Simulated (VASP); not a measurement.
Input of a VASP 6.6.1 run:

INCAR

```
PREC = Accurate ; ENCUT = 520
EDIFF = 1E-6 ; ISMEAR = 0
SIGMA = 0.1 ; LREAL = F
LASPH = T ; NELM = 100
ALGO = Normal ; ISIF = 2
LWAVE = F ; LCHARG = F
GGA = PE ; NBANDS = 20
```

File KPOINTS:

```
Automatic mesh
0
Gamma
  12 12 12
```

The input POSCAR:

```
K
1.0
    2.3597170204      1.3623832569     11.4812042088
   -2.3597170204      1.3623832569     11.4812042088
    0.0000000000     -2.7247665139     11.4812042088
K
3
Direct
    0.0000000000      0.0000000000      0.0000000000
    0.7777896074      0.7777896074      0.7777896074
    0.2222103926      0.2222103926      0.2222103926
```

Potentials or basis: VASP PAW PBE potentials, release 64 (K_sv).

The run is started by

```bash
$ cat potpaw_PBE.64/K_sv/POTCAR > POTCAR
$ mpirun -np 1 vasp_std > vasp.out
```

Question: Estimate the pressure.

Answer: 0.0 GPa.

Question: What does it give for the band gap on the k mesh?

Answer: Zero (an odd number of electrons rules out a gap without spin polarisation).
